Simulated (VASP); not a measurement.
Write the native input for VASP 6.6.1 that does the following.

```
Task                   : single point
Functional             : r2SCAN
Potentials or basis    : VASP PAW PBE potentials, release 64 (Si, O, Zr_sv)
Cutoff                 : 520 eV
k mesh                 : 6 × 4 × 4
Occupations            : fermi-dirac, width 0.02 eV
Spin                   : no spin polarisation
Dipole correction      : no
Further INCAR settings : ALGO = Normal; EDIFF = 1e-06; NBANDS = 48
```

Crystal: ZrSi3O8.

```xyz
12
Lattice="3.4697 0.0000 0.0000 0.0000 5.8137 0.0000 0.0000 0.0000 5.7463" Properties=species:S:1:pos:R:3 pbc="T T T"
Si    0.0000    4.3752    0.3340
Si    1.7349    0.0000    2.4198
Si    0.0000    1.4385    0.3340
O     1.7349    4.6195    3.5407
O     1.7349    4.4513    0.9019
O     0.0000    0.0000    1.9366
O     0.0000    0.0000    5.2542
O     1.7349    1.1942    3.5407
O     1.7349    1.3624    0.9019
O     0.0000    2.9068    1.7031
O     0.0000    2.9068    5.1179
Zr    1.7349    2.9068    2.7467
```

The input as run:

POSCAR

```
ZrSi3O8
1.0
    3.4697124333      0.0000000000      0.0000000000
    0.0000000000      5.8136653970      0.0000000000
    0.0000000000      0.0000000000      5.7462852975
Si O Zr
3 8 1
Direct
    0.0000000000      0.7525726852      0.0581199287
    0.5000000000      0.0000000000      0.4210997712
    0.0000000000      0.2474273148      0.0581199287
    0.5000000000      0.7945903940      0.6161756343
    0.5000000000      0.7656608517      0.1569452028
    0.0000000000      0.0000000000      0.3370224294
    0.0000000000      0.0000000000      0.9143606796
    0.5000000000      0.2054096060      0.6161756343
    0.5000000000      0.2343391483      0.1569452028
    0.0000000000      0.5000000000      0.2963889800
    0.0000000000      0.5000000000      0.8906455911
    0.5000000000      0.5000000000      0.4780010173
```

INCAR.step1

```
ALGO     = Normal         # electronic algorithm
EDIFF    = 1E-4           # SCF threshold, eV
ENCUT    = 520            # plane-wave cutoff, eV
GGA      = PE             # functional
ISMEAR   = -1             # smearing method
LASPH    = True           # aspherical terms in the spheres
LCHARG   = False          # write CHGCAR
LREAL    = False          # projectors in reciprocal space
LWAVE    = True           # write WAVECAR
NBANDS   = 48             # bands
NELM     = 80             # most SCF steps
PREC     = Accurate       # precision mode
SIGMA    = 0.02           # smearing width, eV
```

INCAR.step2

```
ALGO     = Normal         # electronic algorithm
EDIFF    = 1E-6           # SCF threshold, eV
ENCUT    = 520            # plane-wave cutoff, eV
ISIF     = 2              # what is computed and relaxed
ISMEAR   = -1             # smearing method
ISTART   = 1            
LASPH    = True           # aspherical terms in the spheres
LCHARG   = False          # write CHGCAR
LMIXTAU  = True         
LREAL    = False          # projectors in reciprocal space
LWAVE    = False          # write WAVECAR
METAGGA  = R2SCAN         # meta-GGA
NBANDS   = 48             # bands
NELM     = 80             # most SCF steps
PREC     = Accurate       # precision mode
SIGMA    = 0.02           # smearing width, eV
```

KPOINTS

```
k-points
0
Gamma
  6 4 4
```

Potentials or basis: VASP PAW PBE potentials, release 64 (Si, O, Zr_sv).

The run is started by

```sh
$ cat potpaw_PBE.64/Si/POTCAR potpaw_PBE.64/O/POTCAR potpaw_PBE.64/Zr_sv/POTCAR > POTCAR
$ cp INCAR.step1 INCAR
$ mpirun -np 1 vasp_std > vasp.out
$ cp INCAR.step2 INCAR
$ mpirun -np 1 vasp_std > vasp.out
```

It gave:

```yaml
Pressure: 0.6 GPa
Largest_force: 0.089 eV/Å
Band_gap_on_the_k_mesh: 4.39 eV (least direct gap 4.48 eV)
```

Caveat: the PAW data sets were made with another functional, which shifts forces and pressure a little.

It took 13 min on 1 thread of Intel(R) Xeon(R) Platinum 8259CL CPU @ 2.50GHz (Skylake/Cascade Lake), with other jobs on the host, peak memory 0.36 GiB.
